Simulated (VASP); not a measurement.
# MgO (P6_3mc) in VASP: further runs

Aim: see how the results for MgO move with the level of theory and the settings. Levels: HSE06, PBE, r2SCAN. Tasks: single point.

Everything below comes from runs of VASP 6.6.1. Logs are shortened: lines on timing, memory, paths and dates and some standing lists are left out, and cuts for length are marked.

## 1. The cell of the first run

It takes space group P6_3mc (No. 186, hexagonal). The conventional cell has a = 3.338 Å, b = 3.338 Å, c = 4.852 Å, α = 90.00°, β = 90.00°, γ = 120.00°. Mg (site symmetry 3m) has 4 O at 1.97 to 2.00 Å within 2.6 Å. Within 2.6 Å of O (site symmetry 3m) lie 4 Mg at 1.97 to 2.00 Å.

## 2. Single point, HSE06 (epitaxial xy strain +1.5%)

File POSCAR:

```
MgO
1.0
    3.3375405124      0.0000000000      0.0000000000
   -1.6687702562      2.8903948699      0.0000000000
    0.0000000000      0.0000000000      4.8522914223
Mg O
2 2
Direct
    0.3333333333      0.6666666667     -0.0184624423
    0.6666666667      0.3333333333      0.4815375577
    0.3333333333      0.6666666667      0.3934624423
    0.6666666667      0.3333333333      0.8934624423
```

File INCAR.step1:

```
  PREC = Accurate
  ENCUT = 520
  EDIFF = 1E-5
  ISMEAR = 0
  SIGMA = 0.01
  LREAL = False
  LASPH = True
  NELM = 80
  ALGO = Normal
  ISIF = 2
  LWAVE = True
  LCHARG = False
  NBANDS = 16
  GGA = PE
```

File INCAR.step2:

```
  PREC = Accurate
  ENCUT = 520
  EDIFF = 1E-6
  ISMEAR = 0
  SIGMA = 0.01
  LREAL = False
  LASPH = True
  NELM = 80
  ALGO = Normal
  ISIF = 2
  LWAVE = False
  LCHARG = False
  GGA = PE
  LHFCALC = True
  HFSCREEN = 0.2079
  PRECFOCK = Normal
  NBANDS = 16
  ISTART = 1
```

File KPOINTS:

```
regular mesh
0
Gamma
  6 6 4
```

Potentials or basis: VASP PAW PBE potentials, release 64 (Mg, O).

Run with:

```sh
cat potpaw_PBE.64/Mg/POTCAR potpaw_PBE.64/O/POTCAR > POTCAR
cp INCAR.step1 INCAR
mpirun -np 1 vasp_std > vasp.out
cp INCAR.step2 INCAR
mpirun -np 1 vasp_std > vasp.out
```

OUTCAR:

```text
PREC = Accurate
   ENCUT = 520
   EDIFF = 1E-6
   ISMEAR = 0
   LREAL = False
   LASPH = True
   NELM = 80
   ISIF = 2
   GGA = PE
   LHFCALC = True
   HFSCREEN = 0.2079
   PRECFOCK = Normal
   ISTART = 1

 ion  position               nearest neighbor table
   1  0.333  0.667  0.982-   4 1.97   4 1.97   4 1.97   3 2.00   2 3.10   2 3.10   2 3.10   2 3.10
                             2 3.10   2 3.10
   2  0.667  0.333  0.482-   3 1.97   3 1.97   3 1.97   4 2.00   1 3.10   1 3.10   1 3.10   1 3.10
                             1 3.10   1 3.10
   3  0.333  0.667  0.393-   2 1.97   2 1.97   2 1.97   1 2.00
   4  0.667  0.333  0.893-   1 1.97   1 1.97   1 1.97   2 2.00

  LATTYP: Found a hexagonal cell.
 ALAT       =     3.3375405124
 C/A-ratio  =     1.4538524414

  Lattice vectors:

 A1 = (   3.3375405124,   0.0000000000,   0.0000000000)
 A2 = (  -1.6687702562,   2.8903948699,   0.0000000000)
 A3 = (   0.0000000000,   0.0000000000,   4.8522914223)

Analysis of symmetry for initial positions (statically):
=====================================================================
 Subroutine PRICEL returns:
 Original cell was already a primitive cell.

 Routine SETGRP: Setting up the symmetry group for a
 hexagonal supercell.

 Subroutine GETGRP returns: Found 12 space group operations
 (whereof  6 operations were pure point group operations)
 out of a pool of 24 trial point group operations.

The static configuration has the point symmetry C_3v.
 The point group associated with its full space group is C_6v.

Analysis of symmetry for dynamics (positions and initial velocities):
=====================================================================
 Subroutine PRICEL returns:
 Original cell was already a primitive cell.

 Routine SETGRP: Setting up the symmetry group for a
 hexagonal supercell.

 Subroutine GETGRP returns: Found 12 space group operations
 (whereof  6 operations were pure point group operations)
 out of a pool of 24 trial point group operations.

The dynamic configuration has the point symmetry C_3v.
 The point group associated with its full space group is C_6v.

 Subroutine INISYM returns: Found 12 space group operations
 (whereof  6 operations are pure point group operations),
 and found     1 'primitive' translations

----------------------------------------------------------------------------------------

                                     Primitive cell

  volume of cell :      46.8091

  direct lattice vectors                    reciprocal lattice vectors
     3.337540512  0.000000000  0.000000000     0.299621831  0.172986745  0.000000000
    -1.668770256  2.890394870  0.000000000     0.000000000  0.345973490  0.000000000
     0.000000000  0.000000000  4.852291422     0.000000000  0.000000000  0.206088199

  length of vectors
     3.337540512  3.337540512  4.852291422     0.345973490  0.345973490  0.206088199

  position of ions in fractional coordinates (direct lattice)
     0.333333333  0.666666667  0.981537558
     0.666666667  0.333333333  0.481537558
     0.333333333  0.666666667  0.393462442
     0.666666667  0.333333333  0.893462442

  ion indices of the primitive-cell ions
   primitive index   ion index
                 1           1
                 2           2
                 3           3
                 4           4

----------------------------------------------------------------------------------------

 KPOINTS: regular mesh

Automatic generation of k-mesh.
 Grid dimensions read from file:
 generate k-points for:    6    6    4

 Generating k-lattice:

  Cartesian coordinates                     Fractional coordinates (reciprocal lattice)
     0.049936972  0.028831124  0.000000000     0.166666667  0.000000000  0.000000000
     0.000000000  0.057662248  0.000000000     0.000000000  0.166666667  0.000000000
     0.000000000  0.000000000  0.051522050     0.000000000  0.000000000  0.250000000

  Length of vectors
     0.057662248  0.057662248  0.051522050

  Shift w.r.t. Gamma in fractional coordinates (k-lattice)
     0.000000000  0.000000000  0.000000000

 Subroutine IBZKPT returns following result:
 ===========================================

 Found     21 irreducible k-points:

 Following reciprocal coordinates:
            Coordinates               Weight
  0.000000  0.000000  0.000000      1.000000
  0.166667  0.000000  0.000000      6.000000
  0.333333  0.000000  0.000000      6.000000
  0.500000  0.000000  0.000000      3.000000
  0.166667  0.166667  0.000000      6.000000
  0.333333  0.166667  0.000000     12.000000
[... 13 lines left out ...]
  0.333333  0.166667  0.500000     12.000000
  0.333333  0.333333  0.500000      2.000000
   k-points           NKPTS =     21   k-points in BZ     NKDIM =    144   number of bands    NBANDS=     16
   number of dos      NEDOS =    301   number of ions     NIONS =      4
   total plane-waves  NPLWV =  28224
   dimension x,y,z NGX =    28 NGY =   28 NGZ =   36
   dimension x,y,z NGXF=    56 NGYF=   56 NGZF=   72
   ions per type =               2   2
   NGX,Y,Z   is equivalent  to a cutoff of  13.95, 13.95, 12.33 a.u.
   NGXF,Y,Z  is equivalent  to a cutoff of  27.89, 27.89, 24.67 a.u.
 SYSTEM =  unknown system
   PREC   = accura    normal or accurate (medium, high low for compatibility)
   ISTART =      1    job   : 0-new  1-cont  2-samecut
   ICHARG =      0    charge: 1-file 2-atom 10-const
   ISPIN  =      1    spin polarized calculation?
   LNONCOLLINEAR =      F non collinear calculations
   LSORBIT =      F    spin-orbit coupling
   LASPH  =      T    aspherical Exc in radial PAW
   ENCUT  =  520.0 eV  38.22 Ry    6.18 a.u.   6.21  6.21  9.02*2*pi/ulx,y,z
   NELM   =     80;   NELMIN=  2; NELMDL=  0     # of ELM steps
   EDIFF  = 0.1E-05   stopping-criterion for ELM
   LREAL  =      F    real-space projection
   EDIFFG = 0.1E-04   stopping-criterion for IOM
   NSW    =      0    number of steps for IOM
   IBRION =     -1    ionic relax: 0-MD 1-quasi-New 2-CG
   NFREE  =      0    steps in history (QN), initial steepest desc. (CG)
   ISIF   =      2    stress and relaxation
   ISYM   =      3    0-nonsym 1-usesym 2-fastsym
   POTIM  = 0.5000    time-step for ionic-motion
   TEBEG  =    0.0;   TEEND  =   0.0 temperature during run
   PSTRESS=    0.0 pullay stress
   NELECT =      16.0000    total number of electrons
   NUPDOWN=      -1.0000    fix difference up-down
   EMIN   =  10.00;   EMAX   =-10.00  energy-range for DOS
   EFERMI =   0.00;   METHOD = LEGACY
   ISMEAR =     0;   SIGMA  =   0.01  broadening in eV -4-tet -1-fermi 0-gaus
   EFERMI_NEDOS =   21; number of points for ismear=-14 and -15
   IALGO  =     38    algorithm
   IMIX   =      1    mixing-type and parameters
     AMIX     =   0.40;   BMIX     =  1.00
     AMIX_MAG =   1.60;   BMIX_MAG =  1.00
  volume/ion in A,a.u.               =      11.70        78.97
  Fermi-wavevector in a.u.,A,eV,Ry     =   1.144646  2.163068 17.826558  1.310215
  Thomas-Fermi vector in A             =   2.281338
   LORBIT       =      0    0 simple, 1 ext, 2 COOP (PROOUT), +10 PAW based schemes
   GGA     = PE    functional components
   LHFCALC =     T    Hartree Fock is set to
   PRECFOCK=normal    Normal, Fast or Accurate (Low or Medium for compatibility)
   ENCUT4O =  -1.0   cutoff for four orbital integrals eV
   NKREDX  =     1    reduce k-point grid by
   NKREDY  =     1    reduce k-point grid by
   NKREDZ  =     1    reduce k-point grid by
   AEXX    =    0.2500 exact exchange contribution
   HFSCREEN=    0.2079 screening length (either q_TF or 0.3 A-1)
   HFSCREENC=   0.2079 screening length for correlation (either q_TF or 0.3 A-1)
   ENCUTFOCK=  -1.0 apply spherical cutoff to Coloumb kernel
   IVDW    =     0    specifies the selected vdW correction
   LEPSILON=     F    determine dielectric tensor
   LRPA    =     F    only Hartree local field effects (RPA)
 non-spin polarized calculation
 Gauss-broadening in eV      SIGMA  =   0.01
  energy-cutoff  :      520.00
  volume of cell :       46.81
 maximum number of plane-waves:      1278
 NGX is ok and might be reduce to    28
  NGX = 20; NGY = 20; NGZ = 28

 number of electron      16.0000004 magnetization

 Free energy of the ion-electron system (eV)
  ---------------------------------------------------
  ext. energy  EPLUGINS =         0.00000000
  ---------------------------------------------------
  free energy    TOTEN  =       -28.01969908 eV

  energy without entropy =      -28.01969908  energy(sigma->0) =      -28.01969908

 E-fermi :   0.1812     XC(G=0):  -8.0663

 val. band max:        0.1295379956   @ k =   0.0000   0.0000   0.0000
 cond. band min:       5.0808263604   @ k =   0.0000   0.0000   0.0000
 fundamental gap:      4.9512883648
 Fermi energy:         0.1811729599

 k-point     1 :       0.0000    0.0000    0.0000
  band No.  band energies     occupation
      1     -17.8142      2.00000
      2     -16.8801      2.00000
      3      -3.4878      2.00000
      4      -0.9747      2.00000
      5      -0.9747      2.00000
      6      -0.5163      2.00000
[... 8 lines left out ...]
     15      18.2989      0.00000
     16      18.2989      0.00000

 k-point     2 :       0.1667    0.0000    0.0000
  band No.  band energies     occupation
      1     -17.6750      2.00000
      2     -16.8469      2.00000
      3      -3.2170      2.00000
      4      -1.6040      2.00000
      5      -1.1542      2.00000
      6      -1.1503      2.00000
[... 8 lines left out ...]
     15      17.4817      0.00000
     16      17.5890      0.00000

 k-point     3 :       0.3333    0.0000    0.0000
  band No.  band energies     occupation
      1     -17.3531      2.00000
      2     -16.8129      2.00000
      3      -2.8161      2.00000
      4      -2.5008      2.00000
      5      -1.9307      2.00000
      6      -1.4278      2.00000
[... 8 lines left out ...]
     15      16.5089      0.00000
     16      17.4787      0.00000
[... 305 lines left out ...]
 k-point    20 :       0.3333    0.1667    0.5000
  band No.  band energies     occupation
      1     -16.9802      2.00000
      2     -16.9802      2.00000
      3      -3.1701      2.00000
      4      -3.1701      2.00000
      5      -1.6206      2.00000
      6      -1.6206      2.00000
[... 8 lines left out ...]
     15      17.5439      0.00000
     16      17.5439      0.00000

 k-point    21 :       0.3333    0.3333    0.5000
  band No.  band energies     occupation
      1     -16.9310      2.00000
      2     -16.9310      2.00000
      3      -2.9119      2.00000
      4      -2.9119      2.00000
      5      -2.2635      2.00000
      6      -2.2635      2.00000
[... 8 lines left out ...]
     15      18.0959      0.00000
     16      18.0959      0.00000

------------------------ aborting loop because EDIFF is reached ----------------------------------------

  FORCE on cell =-STRESS in cart. coord.  units (eV):
  Direction    XX          YY          ZZ          XY          YZ          ZX
  --------------------------------------------------------------------------------------
  -------------------------------------------------------------------------------------
  Total       -0.2696883     -0.2696883      0.0249489      0.0000000      0.0000000      0.0000000
  in kB       -9.2308585     -9.2308585      0.8539482      0.0000000      0.0000000      0.0000000
  external PRESSURE =      -5.8692563 kB  Pullay stress =       0.0000000 kB

 VOLUME and BASIS-vectors are now :
 -----------------------------------------------------------------------------
  energy-cutoff  :      520.00
  volume of cell :       46.81
      direct lattice vectors                 reciprocal lattice vectors
     3.337540512  0.000000000  0.000000000     0.299621831  0.172986745  0.000000000
    -1.668770256  2.890394870  0.000000000     0.000000000  0.345973490  0.000000000
     0.000000000  0.000000000  4.852291422     0.000000000  0.000000000  0.206088199

 POSITION                                       TOTAL-FORCE (eV/Angst)
 -----------------------------------------------------------------------------------
     -0.00000      1.92693      4.76271         0.000000     -0.000000      0.009913
      1.66877      0.96346      2.33656        -0.000000      0.000000      0.009913
     -0.00000      1.92693      1.90919        -0.000000      0.000000     -0.009913
      1.66877      0.96346      4.33534         0.000000     -0.000000     -0.009913
 -----------------------------------------------------------------------------------
    total drift:                                0.000000      0.000000      0.001070

  FREE ENERGIE OF THE ION-ELECTRON SYSTEM (eV)
  ---------------------------------------------------
  free  energy   TOTEN  =       -28.0196990809 eV

  energy  without entropy=      -28.0196990809  energy(sigma->0) =      -28.01969908
```

Run time: 22 min. Hardware: 1 thread of Intel Xeon Platinum 8488C (Sapphire Rapids), shared host; peak memory 0.28 GiB.

Results:

```
Free energy            : -28.0197 eV
Pressure               : -0.6 GPa
Largest force          : 0.010 eV/Å
Band gap on the k mesh : 4.95 eV, direct
```

Forces in eV/Å, atoms in the order of the input:
```
Mg   0.000  0.000  0.010
Mg   0.000  0.000  0.010
O    0.000  0.000 -0.010
O    0.000  0.000 -0.010
```

Caveat: the cell differs from its parent crystal (epitaxial xy strain +1.5%); the PAW data sets were made with another functional, which shifts forces and pressure a little.

## 3. Single point, PBE (epitaxial xy strain +1.5%)

File INCAR:

```
PREC     = Accurate       # precision mode
ENCUT    = 520            # plane-wave cutoff, eV
EDIFF    = 1E-6           # SCF threshold, eV
ISMEAR   = -1             # smearing method
SIGMA    = 0.02           # smearing width, eV
LREAL    = False          # projectors in reciprocal space
LASPH    = True           # aspherical terms in the spheres
NELM     = 60             # most SCF steps
ALGO     = Normal         # electronic algorithm
ISIF     = 2              # what is computed and relaxed
LWAVE    = False          # write WAVECAR
LCHARG   = False          # write CHGCAR
GGA      = PE             # functional
NBANDS   = 16             # bands
```

File KPOINTS:

```
regular mesh
0
Gamma
  12 12 6
```

POSCAR is that of step 2.

Potentials or basis: VASP PAW PBE potentials, release 64 (Mg, O).

Run with:

```sh
cat potpaw_PBE.64/Mg/POTCAR potpaw_PBE.64/O/POTCAR > POTCAR
mpirun -np 1 vasp_std > vasp.out
```

Run time: 45 s. Hardware: 1 thread of Intel Xeon Platinum 8259CL at 2.50GHz (Skylake/Cascade Lake), shared host; peak memory 0.2 GiB.

It converged, with:

- Free energy: -23.5089 eV
- Pressure: 3.1 GPa
- Largest force: 0.024 eV/Å
- Band gap on the k mesh: 3.37 eV, direct

Forces in eV/Å, atoms in the order of the input:
```
Mg   0.000  0.000 -0.024
Mg   0.000  0.000 -0.024
O    0.000  0.000  0.024
O    0.000  0.000  0.024
```

Stress tensor (GPa, compression positive):
```
2.88 0.00 0.00
0.00 2.88 0.00
0.00 0.00 3.51
```

Levels at points of the mesh, in eV from the valence-band top:
```csv
k point,band 5,band 6,band 7,band 8,band 9,band 10,band 11,band 12
"(0.00, 0.00, 0.00)",-1.01,-0.60,-0.60,0.00,3.37,8.52,10.52,13.73
"(0.50, 0.00, 0.00)",-1.90,-1.55,-0.93,-0.62,7.58,8.15,9.18,10.79
"(0.00, 0.00, 0.50)",-0.81,-0.81,-0.81,-0.81,5.98,5.98,13.41,13.41
"(0.50, 0.00, 0.50)",-1.12,-1.12,-0.78,-0.78,7.30,7.30,10.80,10.80
```

Caveat: the cell differs from its parent crystal (epitaxial xy strain +1.5%).

[end of part 1 of 2]
